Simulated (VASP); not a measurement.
# CoO (Fm-3m) in VASP: notebook, part 2 of 2

VASP 6.6.1.

## (4) Single point, PBE, collinear spin, ferromagnetic start

This run uses another cell than the first one, of 9.58 Å³/atom.

Contents of INCAR:

```
SYSTEM = CoO
PREC     = Accurate       ! precision mode
ENCUT    = 520            ! plane-wave cutoff, eV
EDIFF    = 1E-6           ! SCF threshold, eV
ISMEAR   = 0              ! smearing method
SIGMA    = 0.1            ! smearing width, eV
LREAL    = .False.        ! projectors in reciprocal space
LASPH    = .True.         ! aspherical terms in the spheres
NELM     = 150            ! most SCF steps
ALGO     = Normal         ! electronic algorithm
ISIF     = 2              ! what is computed and relaxed
LWAVE    = .False.        ! write WAVECAR
LCHARG   = .False.        ! write CHGCAR
ISPIN    = 2              ! spin polarisation
MAGMOM   = 2.73 0.34      ! initial moments
LORBIT   = 11             ! projections on sites
LMAXMIX  = 4              ! l up to which the mixer works
GGA      = PE             ! functional
NBANDS   = 18             ! bands
```

Contents of KPOINTS:

```
regular mesh
0
Gamma
  16 16 16
  0 0 0
```

Contents of POSCAR:

```
CoO
1.0
    0.0000000000      2.1241565610      2.1241565610
    2.1241565610      0.0000000000      2.1241565610
    2.1241565610      2.1241565610      0.0000000000
Co O
1 1
Direct
    0.0000000000      0.0000000000      0.0000000000
    0.5000000000      0.5000000000      0.5000000000
```

Potentials or basis: VASP PAW PBE potentials, release 64 (Co, O).

Run with:

```console
> cat potpaw_PBE.64/Co/POTCAR potpaw_PBE.64/O/POTCAR > POTCAR
> mpirun -np 1 vasp_std > vasp.out
```

OUTCAR:

```text
SYSTEM = CoO
   PREC = Accurate
   ENCUT = 520
   EDIFF = 1E-6
   ISMEAR = 0
   LREAL = .False.
   LASPH = .True.
   NELM = 150
   ISIF = 2
   ISPIN = 2
   LORBIT = 11
   GGA = PE

 ion  position               nearest neighbor table
   1  0.000  0.000  0.000-   2 2.12   2 2.12   2 2.12   2 2.12   2 2.12   2 2.12
   2  0.500  0.500  0.500-   1 2.12   1 2.12   1 2.12   1 2.12   1 2.12   1 2.12

  LATTYP: Found a face centered cubic cell.
 ALAT       =     4.2483131220

  Lattice vectors:

 A1 = (   0.0000000000,   2.1241565610,   2.1241565610)
 A2 = (   2.1241565610,   0.0000000000,   2.1241565610)
 A3 = (   2.1241565610,   2.1241565610,   0.0000000000)

Analysis of symmetry for initial positions (statically):
=====================================================================
 Subroutine PRICEL returns:
 Original cell was already a primitive cell.

 Routine SETGRP: Setting up the symmetry group for a
 face centered cubic supercell.

 Subroutine GETGRP returns: Found 48 space group operations
 (whereof 48 operations were pure point group operations)
 out of a pool of 48 trial point group operations.

The static configuration has the point symmetry O_h .

Analysis of symmetry for dynamics (positions and initial velocities):
=====================================================================
 Subroutine PRICEL returns:
 Original cell was already a primitive cell.

 Routine SETGRP: Setting up the symmetry group for a
 face centered cubic supercell.

 Subroutine GETGRP returns: Found 48 space group operations
 (whereof 48 operations were pure point group operations)
 out of a pool of 48 trial point group operations.

The dynamic configuration has the point symmetry O_h .

Analysis of structural, dynamic, and magnetic symmetry:
=====================================================================
 Subroutine PRICEL returns:
 Original cell was already a primitive cell.

 Routine SETGRP: Setting up the symmetry group for a
 face centered cubic supercell.

 Subroutine GETGRP returns: Found 48 space group operations
 (whereof 48 operations were pure point group operations)
 out of a pool of 48 trial point group operations.

The overall configuration has the point symmetry O_h .

 Subroutine INISYM returns: Found 48 space group operations
 (whereof 48 operations are pure point group operations),
 and found     1 'primitive' translations

----------------------------------------------------------------------------------------

                                     Primitive cell

  volume of cell :      19.1686

  direct lattice vectors                    reciprocal lattice vectors
     0.000000000  2.124156561  2.124156561    -0.235387546  0.235387546  0.235387546
     2.124156561  0.000000000  2.124156561     0.235387546 -0.235387546  0.235387546
     2.124156561  2.124156561  0.000000000     0.235387546  0.235387546 -0.235387546

  length of vectors
     3.004011017  3.004011017  3.004011017     0.407703189  0.407703189  0.407703189

  position of ions in fractional coordinates (direct lattice)
     0.000000000  0.000000000  0.000000000
     0.500000000  0.500000000  0.500000000

  ion indices of the primitive-cell ions
   primitive index   ion index
                 1           1
                 2           2
[... 64 lines left out ...]
   ISTART =      0    job   : 0-new  1-cont  2-samecut
   ICHARG =      2    charge: 1-file 2-atom 10-const
   ISPIN  =      2    spin polarized calculation?
   LNONCOLLINEAR =      F non collinear calculations
   LSORBIT =      F    spin-orbit coupling
   LASPH  =      T    aspherical Exc in radial PAW
   ENCUT  =  520.0 eV  38.22 Ry    6.18 a.u.   5.59  5.59  5.59*2*pi/ulx,y,z
   NELM   =    150;   NELMIN=  2; NELMDL= -5     # of ELM steps
   EDIFF  = 0.1E-05   stopping-criterion for ELM
   LREAL  =      F    real-space projection
   EDIFFG = 0.1E-04   stopping-criterion for IOM
   NSW    =      0    number of steps for IOM
   IBRION =     -1    ionic relax: 0-MD 1-quasi-New 2-CG
   NFREE  =      0    steps in history (QN), initial steepest desc. (CG)
   ISIF   =      2    stress and relaxation
   ISYM   =      2    0-nonsym 1-usesym 2-fastsym
   POTIM  = 0.5000    time-step for ionic-motion
   TEBEG  =    0.0;   TEEND  =   0.0 temperature during run
   PSTRESS=    0.0 pullay stress
   NELECT =      15.0000    total number of electrons
   NUPDOWN=      -1.0000    fix difference up-down
   EMIN   =  10.00;   EMAX   =-10.00  energy-range for DOS
   EFERMI =   0.00;   METHOD = LEGACY
   ISMEAR =     0;   SIGMA  =   0.10  broadening in eV -4-tet -1-fermi 0-gaus
   EFERMI_NEDOS =   21; number of points for ismear=-14 and -15
   IALGO  =     38    algorithm
   IMIX   =      4    mixing-type and parameters
     AMIX     =   0.40;   BMIX     =  1.00
     AMIX_MAG =   1.60;   BMIX_MAG =  1.00
  volume/ion in A,a.u.               =       9.58        64.68
  Fermi-wavevector in a.u.,A,eV,Ry     =   1.508604  2.850849 30.965329  2.275888
  Thomas-Fermi vector in A             =   2.619037
   LORBIT       =     11    0 simple, 1 ext, 2 COOP (PROOUT), +10 PAW based schemes
   GGA     = PE    functional components
   LHFCALC =     F    Hartree Fock is set to
   AEXX    =    0.0000 exact exchange contribution
   IVDW    =     0    specifies the selected vdW correction
   LEPSILON=     F    determine dielectric tensor
   LRPA    =     F    only Hartree local field effects (RPA)
 spin polarized calculation
 Gauss-broadening in eV      SIGMA  =   0.10
  energy-cutoff  :      520.00
  volume of cell :       19.17
 maximum number of plane-waves:       534
   NGX = 11   NGY = 11   NGZ = 11

 number of electron      15.0000006 magnetization       2.8923756

 Free energy of the ion-electron system (eV)
  ---------------------------------------------------
  ext. energy  EPLUGINS =         0.00000000
  ---------------------------------------------------
  free energy    TOTEN  =       -13.05640530 eV

  energy without entropy =      -13.03459978  energy(sigma->0) =      -13.04550254

 E-fermi :   8.0170     XC(G=0): -12.4549

 val. band max:        8.0166367643   @ k =  -0.2500   0.2500   0.0000
 cond. band min:       8.0171384537   @ k =   0.5000   0.2500   0.0000
 fundamental gap:      0.0005016894
 Fermi energy:         8.0170024788

 spin component 1

 k-point     1 :       0.0000    0.0000    0.0000
  band No.  band energies     occupation
      1     -12.2414      1.00000
      2       4.7557      1.00000
      3       4.7557      1.00000
      4       4.8728      1.00000
      5       4.8728      1.00000
      6       4.8728      1.00000
[... 493 lines left out ...]
     17      31.2153      0.00000
     18      33.9550      0.00000

 [... further k-points ...]

 spin component 2

 k-point     1 :       0.0000    0.0000    0.0000
  band No.  band energies     occupation
      1     -11.7444      1.00000
      2       5.4279      1.00000
      3       5.4279      1.00000
      4       5.4279      1.00000
      5       6.9029      1.00000
      6       6.9029      1.00000
[... 493 lines left out ...]
     17      32.0368      0.00000
     18      34.7901      0.00000

 [... further k-points ...]

------------------------ aborting loop because EDIFF is reached ----------------------------------------

  FORCE on cell =-STRESS in cart. coord.  units (eV):
  Direction    XX          YY          ZZ          XY          YZ          ZX
  --------------------------------------------------------------------------------------
  -------------------------------------------------------------------------------------
  Total       -0.0656093     -0.0656093     -0.0656093     -0.0000000     -0.0000000      0.0000000
  in kB       -5.4838646     -5.4838646     -5.4838646     -0.0000000     -0.0000000      0.0000000
  external PRESSURE =      -5.4838646 kB  Pullay stress =       0.0000000 kB

 VOLUME and BASIS-vectors are now :
 -----------------------------------------------------------------------------
  energy-cutoff  :      520.00
  volume of cell :       19.17
      direct lattice vectors                 reciprocal lattice vectors
     0.000000000  2.124156561  2.124156561    -0.235387546  0.235387546  0.235387546
     2.124156561  0.000000000  2.124156561     0.235387546 -0.235387546  0.235387546
     2.124156561  2.124156561  0.000000000     0.235387546  0.235387546 -0.235387546

 POSITION                                       TOTAL-FORCE (eV/Angst)
 -----------------------------------------------------------------------------------
      0.00000      0.00000      0.00000         0.000000      0.000000      0.000000
      2.12416      2.12416      2.12416        -0.000000     -0.000000     -0.000000
 -----------------------------------------------------------------------------------
    total drift:                                0.000000     -0.000000     -0.000000

  FREE ENERGIE OF THE ION-ELECTRON SYSTEM (eV)
  ---------------------------------------------------
  free  energy   TOTEN  =       -13.0564052999 eV

  energy  without entropy=      -13.0345997796  energy(sigma->0) =      -13.04550254

 total charge

# of ion       s       p       d       tot
------------------------------------------
    1        0.296   0.361   7.149   7.807
    2        1.556   3.427   0.000   4.983
--------------------------------------------------
tot          1.852   3.788   7.149  12.790

 magnetization (x)

# of ion       s       p       d       tot
------------------------------------------
    1        0.021   0.018   2.509   2.547
    2        0.029   0.266   0.000   0.295
--------------------------------------------------
tot          0.049   0.284   2.509   2.842
```

It took 52 s on 1 thread of Intel Xeon Platinum 8488C (Sapphire Rapids), shared host; peak memory 0.2 GiB.

Results:

| Property | Result |
| --- | --- |
| Free energy | -13.0564 eV |
| Pressure | -0.5 GPa |
| Net moment | 2.89 μB per cell |
| Site moments | Co +2.55; O +0.29 μB |
| Valence electrons inside the program's atomic spheres | Co 7.81; O 4.98 |

Caveat: a cell with one magnetic atom can't hold antiferromagnetic order, which such compounds often take; semilocal functionals often make such compounds metallic where correlation or magnetic order opens a gap, which also shifts bond lengths. With open d or f shells a metallic result of PBE can be an artefact of self-interaction; +U or a hybrid may open a gap.

## (5) Single point, PBE, collinear spin, ferromagnetic start

This run uses another cell than the first one, of 9.58 Å³/atom.

Contents of INCAR:

```
SYSTEM = CoO
ALGO = Normal
EDIFF = 1E-7
ENCUT = 520
GGA = PE
ISIF = 2
ISMEAR = 0
ISPIN = 2
LASPH = .True.
LCHARG = .False.
LMAXMIX = 4
LORBIT = 11
LREAL = .False.
LWAVE = .False.
MAGMOM = 2.74 0.35
NBANDS = 18
NELM = 150
PREC = Accurate
SIGMA = 0.1
```

Contents of KPOINTS:

```
k-points
0
Gamma
  16 16 16
  0 0 0
```

POSCAR is that of step 4.

Run with:

```console
> cat potpaw_PBE.64/Co/POTCAR potpaw_PBE.64/O/POTCAR > POTCAR
> mpirun -np 1 vasp_std > vasp.out
```

It took 57 s on 1 thread of Intel Xeon Platinum 8488C (Sapphire Rapids), shared host; peak memory 0.21 GiB.

The run converged. Its results:

| Property | Result |
| --- | --- |
| Free energy | -13.0564 eV |
| Pressure | -0.6 GPa |
| Net moment | 2.89 μB per cell |
| Site moments | Co +2.55; O +0.29 μB |
| Valence electrons inside the program's atomic spheres | Co 7.81; O 4.98 |

Levels at points of the mesh, in eV from the Fermi level:
Spin up:
```
           k point  band 6  band 7  band 8  band 9  band 10  band 11  band 12  band 13
(0.00, 0.00, 0.00)   -3.14   -3.07   -3.07   -3.07     1.05    16.89    18.21    18.21
(0.50, 0.00, 0.00)   -2.34   -1.79    0.13    0.13     5.10     9.42    13.50    13.50
(0.50, 0.50, 0.00)   -2.91   -2.40   -2.05   -2.05     5.93     9.88    11.73    15.85
```
Spin down:
| k point | band 2 | band 3 | band 4 | band 5 | band 6 | band 7 | band 8 | band 9 | band 10 | band 11 |
| --- | --- | --- | --- | --- | --- | --- | --- | --- | --- | --- |
| (0.00, 0.00, 0.00) | -2.59 | -2.59 | -2.59 | -1.11 | -1.11 | -1.11 | 0.05 | 0.05 | 1.58 | 16.80 |
| (0.50, 0.00, 0.00) | -7.63 | -4.67 | -4.67 | -0.13 | -0.13 | 0.18 | 2.72 | 2.72 | 5.38 | 10.20 |
| (0.50, 0.50, 0.00) | -6.44 | -3.85 | -3.85 | -2.25 | 0.12 | 0.12 | 0.53 | 1.00 | 6.78 | 10.34 |

Caveat: a cell with one magnetic atom can't hold antiferromagnetic order, which such compounds often take; semilocal functionals often make such compounds metallic where correlation or magnetic order opens a gap, which also shifts bond lengths.

## (6) Summary

| cell | gap on the mesh (eV) | pressure (GPa) | moment (μB) |
| --- | --- | --- | --- |
| a = 2.943 Å, angles 60.0°, 2 atoms | none | 9.8 | 2.62 |
| a = 2.974 Å, angles 60.0°, 2 atoms | none | 4.3 | 2.76 |
| a = 3.004 Å, angles 60.0°, 2 atoms | none | -0.6 | 2.89 |

Alike in all rows: task single point; level PBE; potentials or basis VASP PAW PBE potentials, release 64 (Co, O); spin collinear, ferromagnetic start; k mesh 16 × 16 × 16; cutoff (eV) 520; smearing gaussian 0.1 eV.

Caveats: a cell with one magnetic atom can't hold antiferromagnetic order, which such compounds often take; semilocal functionals often make such compounds metallic where correlation or magnetic order opens a gap, which also shifts bond lengths; the cell stands under pressure (at least some runs).

Absolute energies hang on the potentials; compare differences alone.
